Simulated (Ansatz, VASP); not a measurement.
## TePb4Se3: VASP beside Ansatz

```
Te Pb Se
1.0
     6.35007    0.03027    0.03257
     0.03104    6.34511    0.03054
     0.03273    0.02994    6.34951
Te Pb Se
1 4 3
Direct
  0.51297 0.51180 0.51286
  0.98483 0.98632 0.98494
  0.48359 0.00582 0.48370
  0.00641 0.48459 0.48350
  0.48342 0.48444 0.00638
  0.01004 0.50820 0.01000
  0.50882 0.00938 0.00985
  0.00992 0.00946 0.50877
```

Change from the starting cell: cell x1, atoms moved at random (sigma 0.15 Å) and cell strained at random (1.5 %), then relaxed without symmetry.

Alike in both runs: functional PBE; k mesh 4 × 4 × 4; occupations gaussian, width 0.2 eV; no spin polarisation.

Ansatz relaxed the structure, and its values are those at the end. VASP's run is a single point on that final structure, the one shown.

|  | VASP | Ansatz |
| --- | --- | --- |
| version | VASP 6.6.1 | Ansatz 0.2.0 |
| potentials or method | VASP PAW PBE potentials, release 64 (Te, Pb_d, Se), cutoff 500 eV | scalar-relativistic, plane waves, PAW |
| valence electrons in the cell | 80 | 120 |

```csv
,VASP,Ansatz,Ansatz less VASP
gap on the k mesh at the Fermi level (eV),0.57,0.57,-0.004
least direct gap on the mesh (eV),0.57,0.57,-0.004
pressure (GPa),0.0,0.0,+0.02
rms of the force components (eV/Å),0.003,0.001,-0.0019
```

With one functional, cell and mesh, what is left measures potentials, basis and numerics. VASP's potentials hold 80 valence electrons a cell and Ansatz's 120, so a difference there can come from the potentials and not from the codes.

Spin-orbit coupling is off throughout.
